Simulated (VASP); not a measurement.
# MgF2 (P4_2/mnm) in VASP: a series of runs

MgF2 is run at these levels: PBE; tasks: single point.

Everything below comes from runs of VASP 6.6.1. Logs are shortened: lines on timing, memory, paths and dates and some standing lists are left out, and cuts for length are marked.

## (1) The cell of the first run

Symmetry: P4_2/mnm, No. 136, tetragonal system. The conventional cell has a = 4.627 Å, b = 4.627 Å, c = 3.123 Å, α = 90.00°, β = 90.00°, γ = 90.00°. Within 2.6 Å of Mg (site symmetry mmm) lie 6 F at 1.99 to 2.02 Å. F (site symmetry m2m) has 3 Mg at 1.99 to 2.02 Å and 1 F at 2.57 Å within 2.6 Å.

## (2) Single point, PBE (biaxial strain in the a-b plane: -1.5 %, then relaxed in part)

INCAR

```
PREC = Accurate ; ENCUT = 840
EDIFF = 1E-6 ; ISMEAR = 0
SIGMA = 0.02 ; LREAL = F
LASPH = T ; NELM = 120
ALGO = Normal ; ISIF = 2
LWAVE = F ; LCHARG = T
GGA = PE ; LELF = T
LVHAR = T ; NBANDS = 33
GGA_COMPAT = F
```

KPOINTS

```
regular mesh
0
Gamma
  6 6 8
```

POSCAR

```
MgF2
1.0
    4.6271173328      0.0000000000      0.0000000000
    0.0000000000      4.6271173328      0.0000000000
    0.0000000000      0.0000000000      3.1234768827
Mg F
2 4
Direct
    0.5000000000      0.5000000000      0.5000000000
    0.0000000000      0.0000000000      0.0000000000
    0.6963745056      0.6963745056      0.0000000000
    0.8036254944      0.1963745056      0.5000000000
    0.3036254944      0.3036254944      0.0000000000
    0.1963745056      0.8036254944      0.5000000000
```

Potentials or basis: VASP PAW PBE potentials, release 64 (Mg_sv, F).

Launch:

```console
> cat potpaw_PBE.64/Mg_sv/POTCAR potpaw_PBE.64/F/POTCAR > POTCAR
> mpirun -np 1 vasp_std > vasp.out
```

OUTCAR:

```text
PREC = Accurate
   ENCUT = 840
   EDIFF = 1E-6
   ISMEAR = 0
   LREAL = F
   LASPH = T
   NELM = 120
   ISIF = 2
   GGA = PE

 ion  position               nearest neighbor table
   1  0.500  0.500  0.500-   4 1.99   6 1.99   5 2.02   3 2.02   3 2.02   5 2.02
   2  0.000  0.000  0.000-   3 1.99   5 1.99   4 2.02   6 2.02   4 2.02   6 2.02
   3  0.696  0.696  0.000-   2 1.99   1 2.02   1 2.02
   4  0.804  0.196  0.500-   1 1.99   2 2.02   2 2.02
   5  0.304  0.304  0.000-   2 1.99   1 2.02   1 2.02
   6  0.196  0.804  0.500-   1 1.99   2 2.02   2 2.02

  LATTYP: Found a simple tetragonal cell.
 ALAT       =     4.6271173328
 C/A-ratio  =     0.6750373198

  Lattice vectors:

 A1 = (   4.6271173328,   0.0000000000,   0.0000000000)
 A2 = (   0.0000000000,   4.6271173328,   0.0000000000)
 A3 = (   0.0000000000,   0.0000000000,   3.1234768827)

Analysis of symmetry for initial positions (statically):
=====================================================================
 Subroutine PRICEL returns:
 Original cell was already a primitive cell.

 Routine SETGRP: Setting up the symmetry group for a
 simple tetragonal supercell.

 Subroutine GETGRP returns: Found 16 space group operations
 (whereof  8 operations were pure point group operations)
 out of a pool of 16 trial point group operations.

The static configuration has the point symmetry D_2h.
 The point group associated with its full space group is D_4h.

Analysis of symmetry for dynamics (positions and initial velocities):
=====================================================================
 Subroutine PRICEL returns:
 Original cell was already a primitive cell.

 Routine SETGRP: Setting up the symmetry group for a
 simple tetragonal supercell.

 Subroutine GETGRP returns: Found 16 space group operations
 (whereof  8 operations were pure point group operations)
 out of a pool of 16 trial point group operations.

The dynamic configuration has the point symmetry D_2h.
 The point group associated with its full space group is D_4h.

 Subroutine INISYM returns: Found 16 space group operations
 (whereof  8 operations are pure point group operations),
 and found     1 'primitive' translations

----------------------------------------------------------------------------------------

                                     Primitive cell

  volume of cell :      66.8743

  direct lattice vectors                    reciprocal lattice vectors
     4.627117333  0.000000000  0.000000000     0.216117277  0.000000000  0.000000000
     0.000000000  4.627117333  0.000000000     0.000000000  0.216117277  0.000000000
     0.000000000  0.000000000  3.123476883     0.000000000  0.000000000  0.320156043

  length of vectors
     4.627117333  4.627117333  3.123476883     0.216117277  0.216117277  0.320156043

  position of ions in fractional coordinates (direct lattice)
     0.500000000  0.500000000  0.500000000
     0.000000000  0.000000000  0.000000000
     0.696374506  0.696374506  0.000000000
     0.803625494  0.196374506  0.500000000
     0.303625494  0.303625494  0.000000000
     0.196374506  0.803625494  0.500000000

  ion indices of the primitive-cell ions
   primitive index   ion index
                 1           1
                 2           2
                 3           3
                 4           4
                 5           5
                 6           6

----------------------------------------------------------------------------------------

 KPOINTS: regular mesh

Automatic generation of k-mesh.
 Grid dimensions read from file:
 generate k-points for:    6    6    8

 Generating k-lattice:

  Cartesian coordinates                     Fractional coordinates (reciprocal lattice)
     0.036019546  0.000000000  0.000000000     0.166666667  0.000000000  0.000000000
     0.000000000  0.036019546  0.000000000     0.000000000  0.166666667  0.000000000
     0.000000000  0.000000000  0.040019505     0.000000000  0.000000000  0.125000000

  Length of vectors
     0.036019546  0.036019546  0.040019505

  Shift w.r.t. Gamma in fractional coordinates (k-lattice)
     0.000000000  0.000000000  0.000000000

 Subroutine IBZKPT returns following result:
 ===========================================

 Found     50 irreducible k-points:

 Following reciprocal coordinates:
            Coordinates               Weight
  0.000000  0.000000  0.000000      1.000000
  0.166667  0.000000  0.000000      4.000000
  0.333333  0.000000  0.000000      4.000000
  0.500000  0.000000  0.000000      2.000000
  0.166667  0.166667  0.000000      4.000000
  0.333333  0.166667  0.000000      8.000000
[... 16 lines left out ...]
  0.333333  0.000000  0.250000      8.000000
  0.500000  0.000000  0.250000      4.000000
 [... further k-points ...]
   k-points           NKPTS =     50   k-points in BZ     NKDIM =     50   number of bands    NBANDS=     33
   number of dos      NEDOS =    301   number of ions     NIONS =      6
   total plane-waves  NPLWV =  69120
   dimension x,y,z NGX =    48 NGY =   48 NGZ =   30
   dimension x,y,z NGXF=    96 NGYF=   96 NGZF=   60
   ions per type =               2   4
   NGX,Y,Z   is equivalent  to a cutoff of  17.25, 17.25, 15.97 a.u.
   NGXF,Y,Z  is equivalent  to a cutoff of  34.49, 34.49, 31.93 a.u.
 SYSTEM =  unknown system
   PREC   = accura    normal or accurate (medium, high low for compatibility)
   ISTART =      0    job   : 0-new  1-cont  2-samecut
   ICHARG =      2    charge: 1-file 2-atom 10-const
   ISPIN  =      1    spin polarized calculation?
   LNONCOLLINEAR =      F non collinear calculations
   LSORBIT =      F    spin-orbit coupling
   LASPH  =      T    aspherical Exc in radial PAW
   ENCUT  =  840.0 eV  61.74 Ry    7.86 a.u.  10.93 10.93  7.38*2*pi/ulx,y,z
   NELM   =    120;   NELMIN=  2; NELMDL= -5     # of ELM steps
   EDIFF  = 0.1E-05   stopping-criterion for ELM
   LREAL  =      F    real-space projection
   EDIFFG = 0.1E-04   stopping-criterion for IOM
   NSW    =      0    number of steps for IOM
   IBRION =     -1    ionic relax: 0-MD 1-quasi-New 2-CG
   NFREE  =      0    steps in history (QN), initial steepest desc. (CG)
   ISIF   =      2    stress and relaxation
   ISYM   =      2    0-nonsym 1-usesym 2-fastsym
   POTIM  = 0.5000    time-step for ionic-motion
   TEBEG  =    0.0;   TEEND  =   0.0 temperature during run
   PSTRESS=    0.0 pullay stress
   NELECT =      48.0000    total number of electrons
   NUPDOWN=      -1.0000    fix difference up-down
   EMIN   =  10.00;   EMAX   =-10.00  energy-range for DOS
   EFERMI =   0.00;   METHOD = LEGACY
   ISMEAR =     0;   SIGMA  =   0.02  broadening in eV -4-tet -1-fermi 0-gaus
   EFERMI_NEDOS =   21; number of points for ismear=-14 and -15
   IALGO  =     38    algorithm
   IMIX   =      4    mixing-type and parameters
     AMIX     =   0.40;   BMIX     =  1.00
     AMIX_MAG =   1.60;   BMIX_MAG =  1.00
  volume/ion in A,a.u.               =      11.15        75.22
  Fermi-wavevector in a.u.,A,eV,Ry     =   1.465780  2.769923 29.232268  2.148511
  Thomas-Fermi vector in A             =   2.581596
   LORBIT       =      0    0 simple, 1 ext, 2 COOP (PROOUT), +10 PAW based schemes
   GGA     = PE    functional components
   LHFCALC =     F    Hartree Fock is set to
   AEXX    =    0.0000 exact exchange contribution
   IVDW    =     0    specifies the selected vdW correction
   LEPSILON=     F    determine dielectric tensor
   LRPA    =     F    only Hartree local field effects (RPA)
 non-spin polarized calculation
 Gauss-broadening in eV      SIGMA  =   0.02
  energy-cutoff  :      840.00
  volume of cell :       66.87
 maximum number of plane-waves:      3736
 NGX is ok and might be reduce to    48
   NGX = 21   NGY = 21   NGZ = 15

 number of electron      48.0000000 magnetization

 Free energy of the ion-electron system (eV)
  ---------------------------------------------------
  ext. energy  EPLUGINS =         0.00000000
  ---------------------------------------------------
  free energy    TOTEN  =       -31.47315562 eV

  energy without entropy =      -31.47315562  energy(sigma->0) =      -31.47315562

 E-fermi :  -1.3843     XC(G=0):  -9.7899

 val. band max:       -1.5011027226   @ k =   0.0000   0.0000   0.0000
 cond. band min:       5.4212266064   @ k =   0.0000   0.0000   0.0000
 fundamental gap:      6.9223293290
 Fermi energy:        -1.3843074553

 k-point     1 :       0.0000    0.0000    0.0000
  band No.  band energies     occupation
      1     -72.4028      2.00000
      2     -72.4016      2.00000
      3     -39.1869      2.00000
      4     -39.1869      2.00000
      5     -39.1562      2.00000
      6     -39.1562      2.00000
[... 25 lines left out ...]
     32      16.8578      0.00000
     33      16.8578      0.00000

 k-point     2 :       0.1667    0.0000    0.0000
  band No.  band energies     occupation
      1     -72.4028      2.00000
      2     -72.4018      2.00000
      3     -39.1864      2.00000
      4     -39.1864      2.00000
      5     -39.1568      2.00000
      6     -39.1567      2.00000
[... 25 lines left out ...]
     32      16.5979      0.00000
     33      17.0130      0.00000

 k-point     3 :       0.3333    0.0000    0.0000
  band No.  band energies     occupation
      1     -72.4025      2.00000
      2     -72.4020      2.00000
      3     -39.1855      2.00000
      4     -39.1854      2.00000
      5     -39.1578      2.00000
      6     -39.1578      2.00000
[... 25 lines left out ...]
     32      16.2824      0.00000
     33      16.8241      0.00000

 k-point     4 :       0.5000    0.0000    0.0000
  band No.  band energies     occupation
      1     -72.4022      2.00000
      2     -72.4022      2.00000
      3     -39.1849      2.00000
      4     -39.1849      2.00000
      5     -39.1584      2.00000
      6     -39.1584      2.00000
[... 673 lines left out ...]
     32      15.7720      0.00000
     33      16.2982      0.00000

 k-point    23 :       0.3333    0.0000    0.2500
  band No.  band energies     occupation
      1     -72.4016      2.00000
      2     -72.4013      2.00000
      3     -39.1815      2.00000
      4     -39.1813      2.00000
      5     -39.1699      2.00000
      6     -39.1693      2.00000
[... 25 lines left out ...]
     32      15.0132      0.00000
     33      15.4809      0.00000

 k-point    24 :       0.5000    0.0000    0.2500
  band No.  band energies     occupation
      1     -72.4014      2.00000
      2     -72.4014      2.00000
      3     -39.1811      2.00000
      4     -39.1811      2.00000
      5     -39.1700      2.00000
      6     -39.1700      2.00000
[... 25 lines left out ...]
     32      14.4866      0.00000
     33      16.0603      0.00000

 [... further k-points ...]
[... 5 lines left out ...]
  --------------------------------------------------------------------------------------
  -------------------------------------------------------------------------------------
  Total        1.1126096      1.1126096      0.0317204     -0.0000000      0.0000000      0.0000000
  in kB       26.6559429     26.6559429      0.7599596     -0.0000000      0.0000000      0.0000000
  external PRESSURE =      18.0239484 kB  Pullay stress =       0.0000000 kB

 VOLUME and BASIS-vectors are now :
 -----------------------------------------------------------------------------
  energy-cutoff  :      840.00
  volume of cell :       66.87
      direct lattice vectors                 reciprocal lattice vectors
     4.627117333  0.000000000  0.000000000     0.216117277  0.000000000  0.000000000
     0.000000000  4.627117333  0.000000000     0.000000000  0.216117277  0.000000000
     0.000000000  0.000000000  3.123476883     0.000000000  0.000000000  0.320156043

 POSITION                                       TOTAL-FORCE (eV/Angst)
 -----------------------------------------------------------------------------------
      2.31356      2.31356      1.56174         0.000000      0.000000      0.000000
      0.00000      0.00000      0.00000         0.000000      0.000000      0.000000
      3.22221      3.22221      0.00000         0.003034      0.003034     -0.000000
      3.71847      0.90865      1.56174        -0.003034      0.003034     -0.000000
      1.40491      1.40491      0.00000        -0.003034     -0.003034      0.000000
      0.90865      3.71847      1.56174         0.003034     -0.003034      0.000000
 -----------------------------------------------------------------------------------
    total drift:                               -0.000000      0.000000      0.000000

  FREE ENERGIE OF THE ION-ELECTRON SYSTEM (eV)
  ---------------------------------------------------
  free  energy   TOTEN  =       -31.4731556180 eV

  energy  without entropy=      -31.4731556180  energy(sigma->0) =      -31.47315562
```

Run time: 2.5 min. Hardware: 1 thread of Intel Xeon Platinum 8375C at 2.90GHz (Ice Lake), shared host; peak memory 0.34 GiB.

What came out:

* Free energy: -31.4732 eV
* Pressure: 1.8 GPa
* Largest force: 0.004 eV/Å
* Band gap on the k mesh: 6.92 eV

Forces in eV/Å, atoms in the order of the input:
```
Mg   0.000  0.000  0.000
Mg   0.000  0.000  0.000
F    0.003  0.003  0.000
F   -0.003  0.003  0.000
F   -0.003 -0.003  0.000
F    0.003 -0.003  0.000
```

Stress tensor (GPa, compression positive):
```
2.67 0.00 0.00
0.00 2.67 0.00
0.00 0.00 0.08
```

Levels at points of the mesh, in eV from the valence-band top:
| k point | band 21 | band 22 | band 23 | band 24 | band 25 | band 26 | band 27 | band 28 |
| --- | --- | --- | --- | --- | --- | --- | --- | --- |
| (0.00, 0.00, 0.00) | -0.74 | -0.29 | -0.29 | 0.00 | 6.92 | 12.06 | 12.06 | 13.40 |
| (0.50, 0.00, 0.00) | -0.98 | -0.98 | -0.36 | -0.36 | 9.32 | 9.32 | 13.27 | 13.27 |
| (0.50, 0.50, 0.00) | -0.89 | -0.89 | -0.71 | -0.71 | 10.99 | 10.99 | 11.13 | 11.13 |
| (0.00, 0.00, 0.50) | -1.11 | -1.11 | -0.81 | -0.81 | 11.54 | 11.54 | 14.70 | 14.70 |
| (0.50, 0.00, 0.50) | -0.69 | -0.69 | -0.62 | -0.62 | 12.55 | 12.55 | 13.12 | 13.12 |
| (0.50, 0.50, 0.50) | -0.57 | -0.57 | -0.45 | -0.45 | 13.13 | 13.13 | 13.16 | 13.16 |

Caveat: the cell differs from its parent crystal (biaxial strain in the a-b plane: -1.5 %, then relaxed in part).

(Continued in part 2 of 2.)
